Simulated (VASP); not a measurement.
Write the native input for VASP 6.6.1 that does the following.

```yaml
Task: single point
Functional: PBEsol
Potentials_or_basis: VASP PAW PBE potentials, release 64 (V_sv)
Cutoff: 520 eV
k_mesh: 16 × 16 × 16
Occupations: fermi-dirac, width 0.1 eV
Spin: no spin polarisation
Dipole_correction: no
Further_INCAR_settings: ALGO = Normal; EDIFF = 1e-06; NBANDS = 12
```

The structure of V lies in POSCAR:

```
V
1.0
    0.0000000000      1.8070425515      1.8070425515
    1.8070425515      0.0000000000      1.8070425515
    1.8070425515      1.8070425515      0.0000000000
V
1
Direct
    0.0000000000      0.0000000000      0.0000000000
```

This cell differs from its parent crystal: volume scaled by 0.88.

The input as run:

INCAR

```
SYSTEM = V
  PREC = Accurate
  ENCUT = 520
  EDIFF = 1E-6
  ISMEAR = -1
  SIGMA = 0.1
  LREAL = .False.
  LASPH = .True.
  NELM = 60
  ALGO = Normal
  ISIF = 2
  LWAVE = .False.
  LCHARG = .True.
  GGA = PS
  LELF = .True.
  LVHAR = .True.
  NBANDS = 12
```

KPOINTS

```
regular mesh
0
Gamma
  16 16 16
  0 0 0
```

Potentials or basis: VASP PAW PBE potentials, release 64 (V_sv).

The run is started by

```sh
$ cat potpaw_PBE.64/V_sv/POTCAR > POTCAR
$ mpirun -np 1 vasp_std > vasp.out
```

Results of the run:

```json
{
  "Pressure": "30.9 GPa"
}
```

Caveat: the PAW data sets were made with another functional, which shifts forces and pressure a little.

Run time: 8.2 s on 1 thread of Intel(R) Xeon(R) 6975P-C (Granite Rapids), on a shared host, peak memory 0.13 GiB.
